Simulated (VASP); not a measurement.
# HfN (Fm-3m) in VASP: a series of runs

Runs on HfN. Level: PBEsol. Tasks: vibrations by perturbation theory.

Everything below comes from runs of VASP 6.6.1. Logs are shortened: lines on timing, memory, paths and dates and some standing lists are left out, and cuts for length are marked.

### 1 The cell of the first run

The structure is cubic, space group Fm-3m (No. 225). The conventional cell has a = 4.492 Å, b = 4.492 Å, c = 4.492 Å, α = 90.00°, β = 90.00°, γ = 90.00°. Within 3.0 Å of Hf (site symmetry m-3m) lie 6 N at 2.25 Å. N (site symmetry m-3m) has 6 Hf at 2.25 Å within 3.0 Å.

### 2 Vibrations by perturbation theory, PBEsol

Input file INCAR:

```
PREC = Accurate ; ENCUT = 520
EDIFF = 1E-8 ; ISMEAR = -1
SIGMA = 0.15 ; LREAL = False
LASPH = True ; NELM = 80
ALGO = Normal ; ISIF = 2
LWAVE = False ; LCHARG = True
GGA = PS ; NBANDS = 14
IBRION = 8 ; NSW = 1
```

Input file KPOINTS:

```
Automatic mesh
0
Gamma
  16 16 16
```

Input file POSCAR:

```
HfN
1.0
    0.0000000000      2.2459572482      2.2459572482
    2.2459572482      0.0000000000      2.2459572482
    2.2459572482      2.2459572482      0.0000000000
Hf N
1 1
Direct
    0.0000000000      0.0000000000      0.0000000000
    0.5000000000      0.5000000000      0.5000000000
```

Potentials or basis: VASP PAW PBE potentials, release 64 (Hf_pv, N).

The run is started by

```sh
$ cat potpaw_PBE.64/Hf_pv/POTCAR potpaw_PBE.64/N/POTCAR > POTCAR
$ mpirun -np 1 vasp_std > vasp.out
```

OUTCAR:

```text
PREC = Accurate
   ENCUT = 520
   EDIFF = 1E-8
   ISMEAR = -1
   LREAL = False
   LASPH = True
   NELM = 80
   ISIF = 2
   GGA = PS
   IBRION = 8
   NSW = 1

 ion  position               nearest neighbor table
   1  0.000  0.000  0.000-   2 2.25   2 2.25   2 2.25   2 2.25   2 2.25   2 2.25
   2  0.500  0.500  0.500-   1 2.25   1 2.25   1 2.25   1 2.25   1 2.25   1 2.25

  LATTYP: Found a face centered cubic cell.
 ALAT       =     4.4919144964

  Lattice vectors:

 A1 = (   0.0000000000,   2.2459572482,   2.2459572482)
 A2 = (   2.2459572482,   0.0000000000,   2.2459572482)
 A3 = (   2.2459572482,   2.2459572482,   0.0000000000)

Analysis of symmetry for initial positions (statically):
=====================================================================
 Subroutine PRICEL returns:
 Original cell was already a primitive cell.

 Routine SETGRP: Setting up the symmetry group for a
 face centered cubic supercell.

 Subroutine GETGRP returns: Found 48 space group operations
 (whereof 48 operations were pure point group operations)
 out of a pool of 48 trial point group operations.

The static configuration has the point symmetry O_h .

Analysis of symmetry for dynamics (positions and initial velocities):
=====================================================================
 Subroutine PRICEL returns:
 Original cell was already a primitive cell.

 Routine SETGRP: Setting up the symmetry group for a
 face centered cubic supercell.

 Subroutine GETGRP returns: Found 48 space group operations
 (whereof 48 operations were pure point group operations)
 out of a pool of 48 trial point group operations.

The dynamic configuration has the point symmetry O_h .

 Subroutine INISYM returns: Found 48 space group operations
 (whereof 48 operations are pure point group operations),
 and found     1 'primitive' translations

----------------------------------------------------------------------------------------

[... 566 lines left out ...]
  external PRESSURE =      -1.8093986 kB  Pullay stress =       0.0000000 kB

 VOLUME and BASIS-vectors are now :
 -----------------------------------------------------------------------------
  energy-cutoff  :      520.00
  volume of cell :       22.66
      direct lattice vectors                 reciprocal lattice vectors
     0.000000000  2.245957248  2.245957248    -0.222622225  0.222622225  0.222622225
     2.245957248  0.000000000  2.245957248     0.222622225 -0.222622225  0.222622225
     2.245957248  2.245957248  0.000000000     0.222622225  0.222622225 -0.222622225

 POSITION                                       TOTAL-FORCE (eV/Angst)
 -----------------------------------------------------------------------------------
      0.00000      0.00000      0.00000        -0.000000     -0.000000     -0.000000
      2.24596      2.24596      2.24596         0.000000      0.000000      0.000000
 -----------------------------------------------------------------------------------
    total drift:                                0.000000     -0.000000     -0.000000

  FREE ENERGIE OF THE ION-ELECTRON SYSTEM (eV)
  ---------------------------------------------------
  free  energy   TOTEN  =       -23.0155001995 eV

  energy  without entropy=      -22.9730583178  energy(sigma->0) =      -22.99427926

[... ionic steps 2 to 3 ...]

--------------------------------------- Ionic step        4  -------------------------------------------

------------------------ aborting loop because EDIFF is reached ----------------------------------------

[... ionic steps 5 to 6 ...]

--------------------------------------- Ionic step        7  -------------------------------------------

 Free energy of the ion-electron system (eV)
  ---------------------------------------------------
  ---------------------------------------------------
  free energy    TOTEN  =        -0.23230220 eV

  energy without entropy =       -0.23230220

------------------------ aborting loop because EDIFF is reached ----------------------------------------

 INTERNAL STRAIN TENSOR  FOR ION    2  DIRECTION 1   (eV/Angst):
 -----------------------------------------------------------------------------
     0.00809 -0.00000  0.00000
     0.00000 -0.00594  0.00000
    -0.00000  0.00000 -0.00594

 INTERNAL STRAIN TENSOR FOR ION    2 for displacements in x,y,z  (eV/Angst):
          X           Y           Z          XY          YZ          ZX
  --------------------------------------------------------------------------------
  x     0.00000     0.00000     0.00000     0.00000     0.00000     0.00000
  y     0.00000     0.00000     0.00000     0.00000     0.00000     0.00000
  z     0.00000     0.00000     0.00000     0.00000     0.00000     0.00000

 SECOND DERIVATIVES (NOT SYMMETRIZED)
 ------------------------------------
               1X          1Y          1Z          2X          2Y          2Z
  1X   -12.373860    0.000000    0.000000   12.373860    0.000000    0.000000
  1Y     0.000000  -12.373860    0.000000    0.000000   12.373860    0.000000
  1Z     0.000000    0.000000  -12.373860    0.000000    0.000000   12.373860
  2X    12.382265    0.000000    0.000000  -12.382265    0.000000    0.000000
  2Y     0.000000   12.382265    0.000000    0.000000  -12.382265    0.000000
  2Z     0.000000    0.000000   12.382265    0.000000    0.000000  -12.382265

 Eigenvectors and eigenvalues of the dynamical matrix
 ----------------------------------------------------

   1 f  =   15.267179 THz    95.926513 2PiTHz  509.258266 cm-1    63.139949 meV
             X         Y         Z           dx          dy          dz
      0.000000  0.000000  0.000000    -0.269611    0.000000    0.000000
      2.245957  2.245957  2.245957     0.962969    0.000000    0.000000
[... 21 lines left out ...]
   6 f/i=    0.001346 THz     0.008455 2PiTHz    0.044887 cm-1     0.005565 meV
             X         Y         Z           dx          dy          dz
      0.000000  0.000000  0.000000     0.000000    0.000000    0.962969
      2.245957  2.245957  2.245957     0.000000    0.000000    0.269611

--------------------------------------------------------------------------------------------------------

 ELASTIC MODULI CONTR FROM IONIC RELAXATION (kBar)
 Direction    XX          YY          ZZ          XY          YZ          ZX
 --------------------------------------------------------------------------------
 XX           0.0000      0.0000      0.0000      0.0000      0.0000      0.0000
 YY           0.0000      0.0000      0.0000      0.0000      0.0000      0.0000
 ZZ           0.0000      0.0000      0.0000      0.0000      0.0000      0.0000
 XY           0.0000      0.0000      0.0000      0.0000      0.0000      0.0000
 YZ           0.0000      0.0000      0.0000      0.0000      0.0000      0.0000
 ZX           0.0000      0.0000      0.0000      0.0000      0.0000      0.0000
 --------------------------------------------------------------------------------
```

Wall time 3.2 min (1 thread of Intel Xeon Platinum 8375C at 2.90GHz (Ice Lake), shared host); peak memory 0.38 GiB.

Results:

```
Highest phonon frequency at Γ, LO-TO splitting left out : 509 cm⁻¹
```

Phonon frequencies in cm⁻¹ (negative: imaginary):
```tsv
q point	frequencies
(0.000, 0.000, 0.000)	0 0 0 509 509 509
```

Caveat: the PAW data sets were made with another functional, which shifts forces and pressure a little; spin-orbit coupling is left out, which moves the levels of the heavy elements.

### 3 Vibrations by perturbation theory, PBEsol

This run uses another cell than the first one, of 10.21 Å³/atom, 0.901 times its volume.

Input file INCAR:

```
SYSTEM = HfN
PREC     = Accurate       ! precision mode
ENCUT    = 520            ! plane-wave cutoff, eV
EDIFF    = 1E-8           ! SCF threshold, eV
ISMEAR   = -1             ! smearing method
SIGMA    = 0.15           ! smearing width, eV
LREAL    = .FALSE.        ! projectors in reciprocal space
LASPH    = .TRUE.         ! aspherical terms in the spheres
NELM     = 100            ! most SCF steps
ALGO     = Normal         ! electronic algorithm
ISIF     = 2              ! what is computed and relaxed
LWAVE    = .FALSE.        ! write WAVECAR
LCHARG   = .FALSE.        ! write CHGCAR
GGA      = PS             ! functional
NBANDS   = 14             ! bands
IBRION   = 8              ! ionic algorithm
NSW      = 1              ! ionic steps
```

Input file KPOINTS:

```
Automatic mesh
0
G
  16 16 16
  0 0 0
```

Input file POSCAR:

```
HfN
1.0
    0.0000000000      2.1690980739      2.1690980739
    2.1690980739      0.0000000000      2.1690980739
    2.1690980739      2.1690980739      0.0000000000
Hf N
1 1
Direct
    0.0000000000      0.0000000000      0.0000000000
    0.5000000000      0.5000000000      0.5000000000
```

Potentials or basis: VASP PAW PBE potentials, release 64 (Hf_pv, N).

The run is started by

```sh
$ cat potpaw_PBE.64/Hf_pv/POTCAR potpaw_PBE.64/N/POTCAR > POTCAR
$ mpirun -np 1 vasp_std > vasp.out
```

OUTCAR:

```text
SYSTEM = HfN
   PREC = Accurate
   ENCUT = 520
   EDIFF = 1E-8
   ISMEAR = -1
   LREAL = .FALSE.
   LASPH = .TRUE.
   NELM = 100
   ISIF = 2
   GGA = PS
   IBRION = 8
   NSW = 1

 ion  position               nearest neighbor table
   1  0.000  0.000  0.000-   2 2.17   2 2.17   2 2.17   2 2.17   2 2.17   2 2.17
   2  0.500  0.500  0.500-   1 2.17   1 2.17   1 2.17   1 2.17   1 2.17   1 2.17

  LATTYP: Found a face centered cubic cell.
 ALAT       =     4.3381961478

  Lattice vectors:

 A1 = (   0.0000000000,   2.1690980739,   2.1690980739)
 A2 = (   2.1690980739,   0.0000000000,   2.1690980739)
 A3 = (   2.1690980739,   2.1690980739,   0.0000000000)

Analysis of symmetry for initial positions (statically):
=====================================================================
 Subroutine PRICEL returns:
 Original cell was already a primitive cell.

 Routine SETGRP: Setting up the symmetry group for a
 face centered cubic supercell.

[... 634 lines left out ...]

 INTERNAL STRAIN TENSOR  FOR ION    2  DIRECTION 1   (eV/Angst):
 -----------------------------------------------------------------------------
     0.02708  0.00000 -0.00000
     0.00000 -0.01681 -0.00000
    -0.00000 -0.00000 -0.01681

 INTERNAL STRAIN TENSOR FOR ION    2 for displacements in x,y,z  (eV/Angst):
          X           Y           Z          XY          YZ          ZX
  --------------------------------------------------------------------------------
  x     0.00000     0.00000     0.00000     0.00000     0.00000     0.00000
  y     0.00000     0.00000     0.00000     0.00000     0.00000     0.00000
  z     0.00000     0.00000     0.00000     0.00000     0.00000     0.00000

 SECOND DERIVATIVES (NOT SYMMETRIZED)
 ------------------------------------
               1X          1Y          1Z          2X          2Y          2Z
  1X   -18.153624    0.000000    0.000000   18.153624    0.000000    0.000000
  1Y     0.000000  -18.153624    0.000000    0.000000   18.153624    0.000000
  1Z     0.000000    0.000000  -18.153624    0.000000    0.000000   18.153624
  2X    18.158925    0.000000    0.000000  -18.158925    0.000000    0.000000
  2Y     0.000000   18.158925    0.000000    0.000000  -18.158925    0.000000
  2Z     0.000000    0.000000   18.158925    0.000000    0.000000  -18.158925

 Eigenvectors and eigenvalues of the dynamical matrix
 ----------------------------------------------------

   1 f  =   18.488851 THz   116.168876 2PiTHz  616.721681 cm-1    76.463709 meV
             X         Y         Z           dx          dy          dz
      0.000000  0.000000  0.000000     0.269659    0.000000   -0.000000
      2.169098  2.169098  2.169098    -0.962956    0.000000   -0.000000
[... 21 lines left out ...]
   6 f/i=    0.000701 THz     0.004403 2PiTHz    0.023376 cm-1     0.002898 meV
             X         Y         Z           dx          dy          dz
      0.000000  0.000000  0.000000    -0.147801   -0.729987    0.610375
      2.169098  2.169098  2.169098    -0.041389   -0.204420    0.170925

--------------------------------------------------------------------------------------------------------

 ELASTIC MODULI CONTR FROM IONIC RELAXATION (kBar)
 Direction    XX          YY          ZZ          XY          YZ          ZX
 --------------------------------------------------------------------------------
 XX           0.0000      0.0000      0.0000      0.0000      0.0000      0.0000
 YY           0.0000      0.0000      0.0000      0.0000      0.0000      0.0000
 ZZ           0.0000      0.0000      0.0000      0.0000      0.0000      0.0000
 XY           0.0000      0.0000      0.0000      0.0000      0.0000      0.0000
 YZ           0.0000      0.0000      0.0000      0.0000      0.0000      0.0000
 ZX           0.0000      0.0000      0.0000      0.0000      0.0000      0.0000
 --------------------------------------------------------------------------------
```

OSZICAR:

```text
N       E                     dE             d eps       ncg     rms          rms(c)
DAV:   1     0.377274062797E+02    0.37727E+02   -0.78520E+03  4076   0.103E+03
DAV:   2    -0.237616361151E+02   -0.61489E+02   -0.57883E+02  5174   0.241E+02
[... 42 lines left out ...]
RMM:   6    -0.234341501798E+00    0.16888E-04   -0.30774E-07 16685   0.351E-03    0.658E-03
RMM:   7    -0.234326310614E+00    0.15191E-04   -0.50236E-08 15931   0.171E-03    0.304E-03
RMM:   8    -0.234330460749E+00   -0.41501E-05   -0.53224E-09 17282   0.481E-04    0.332E-04
RMM:   9    -0.234330102311E+00    0.35844E-06   -0.12211E-09 17162   0.632E-05    0.704E-05
RMM:  10    -0.234329992204E+00    0.11011E-06    0.11426E-08 18314   0.122E-05    0.270E-05
RMM:  11    -0.234329998788E+00   -0.65843E-08   -0.49313E-09 16669   0.365E-06    0.874E-06
 Linear response finished
```

Run time: 2.7 min. Hardware: 1 thread of Intel Xeon Platinum 8488C (Sapphire Rapids), shared host; peak memory 0.36 GiB.

Results:

```yaml
Highest_phonon_frequency_at_Γ_LO-TO_splitting_left_out: 617 cm⁻¹
```

Phonon frequencies in cm⁻¹ (negative: imaginary):
```csv
q point,frequencies
"(0.000, 0.000, 0.000)",0 0 0 617 617 617
```

Caveat: the cell wasn't relaxed at this level first, which shifts response properties; the PAW data sets were made with another functional, which shifts forces and pressure a little; spin-orbit coupling is left out, which moves the levels of the heavy elements.

(Continued in part 2 of 2.)
